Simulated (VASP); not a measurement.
Ag: single point with PBEsol

The system is Ag.

```xyz
4
Lattice="2.8675 0.0000 0.0000 -1.4337 2.4833 0.0000 0.0000 0.0000 9.3651" Properties=species:S:1:pos:R:3 pbc="T T T"
Ag    0.0000    0.0000    0.0000
Ag    0.0000    0.0000    4.6825
Ag    0.0000    1.6555    2.3413
Ag    1.4337    0.8278    7.0238
```

```json
{
  "Program": "VASP 6.6.1",
  "Task": "single point",
  "Functional": "PBEsol",
  "Potentials or basis": "VASP PAW PBE potentials, release 64 (Ag)",
  "Cutoff": "520 eV",
  "k mesh": "18 × 18 × 6",
  "Occupations": "gaussian, width 0.1 eV",
  "Spin": "no spin polarisation",
  "Dipole correction": "no",
  "Further INCAR settings": "ALGO = Fast; EDIFF = 1e-06; NBANDS = 30"
}
```

| Quantity | Value |
| --- | --- |
| Pressure | -0.3 GPa |
| Band gap on the k mesh | zero (band 22 reaches 12.06 eV, above the bottom of band 23 at 5.48 eV) |

Levels at points of the mesh, in eV from the Fermi level:
```
           k point  band 18  band 19  band 20  band 21  band 22  band 23  band 24  band 25  band 26  band 27
(0.00, 0.00, 0.00)    -3.58    -3.58    -3.36    -3.36    -2.94    -2.94    -0.47     3.75    11.31    11.34
(0.50, 0.00, 0.00)    -2.74    -2.74    -2.71    -0.24     0.69     1.07     1.60     4.47     4.54     7.53
(0.00, 0.00, 0.50)    -3.76    -3.11    -3.11    -3.11    -3.11    -2.53    -2.53     6.63     6.63    15.45
(0.50, 0.00, 0.50)    -2.87    -2.75    -2.75     0.23     0.23     1.44     1.44     4.87     4.87     6.57
```

Run time: 3.2 min on 1 thread of Intel(R) Xeon(R) Platinum 8488C (Sapphire Rapids), on a shared host, peak memory 0.34 GiB.

Caveat: the PAW data sets were made with another functional, which shifts forces and pressure a little.
